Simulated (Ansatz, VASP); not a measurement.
## Zr in VASP and in Ansatz

The input INCAR:

```
SYSTEM = Zr
PREC = Accurate
ENCUT = 520
EDIFF = 1E-6
ISMEAR = -1
SIGMA = 0.1
LREAL = .FALSE.
LASPH = .TRUE.
NELM = 100
ALGO = Normal
ISIF = 2
LWAVE = .FALSE.
LCHARG = .FALSE.
NBANDS = 19
```

File KPOINTS:

```
regular mesh
0
G
  19 19 10
  0 0 0
```

File POSCAR:

```
Zr
1.0
    3.1014746409      0.0000000000      0.0000000000
   -1.5507373204      2.6859558282      0.0000000000
    0.0000000000      0.0000000000      5.0206792407
Zr
2
Direct
    0.3333333333      0.6666666667      0.2500000000
    0.6666666667      0.3333333333      0.7500000000
```

Input for Ansatz:

```yaml
crystal:
  lattice:
    - [3.1014746409, 0.0, 0.0]
    - [-1.5507373204, 2.6859558282, 0.0]
    - [0.0, 0.0, 5.0206792407]
  atoms:
    - { symbol: Zr, position: [0.3333333333, 0.6666666667, 0.25] }
    - { symbol: Zr, position: [0.6666666667, 0.3333333333, 0.75] }
hamiltonian:
  xc: lda
  pseudopotentials:
    kind: paw
    azcp:
      Zr: "pseudopotentials/Zr.paw.azcp"
basis:
  ecutwfc: 420
  fft_grid_basis: typed
kpoints:
  mp_grid: { grid: [19, 19, 10], shift: [0, 0, 0] }
magnetization:
  spin_polarized: false
scf:
  occupations: { method: fermi_dirac, width: 0.1 }
output:
  stress: true
```

Alike in both runs: task single point; functional LDA; k mesh 19 × 19 × 10; occupations fermi-dirac, width 0.1 eV; no spin polarisation.

|  | VASP | Ansatz |
| --- | --- | --- |
| version | VASP 6.6.1 | Ansatz 0.2.0 |
| potentials or method | VASP PAW LDA potentials, release 64 (Zr_sv), cutoff 520 eV | plane waves (420 eV) with PAW, scalar-relativistic |
| valence electrons in the cell | 24 | 24 |

Ansatz gave:

- pressure (GPa): 4.6
- traceless stress, the component that is largest in VASP (GPa): 0.48

Which values does VASP return?

Pressure (GPa): 4.7; traceless stress, the component that is largest in VASP (GPa): 0.52.

Ansatz warns that its potentials were made for another functional, while VASP's fit it. LDA's correlation is that of Perdew and Zunger in VASP and of Perdew and Wang (1992) in Ansatz.
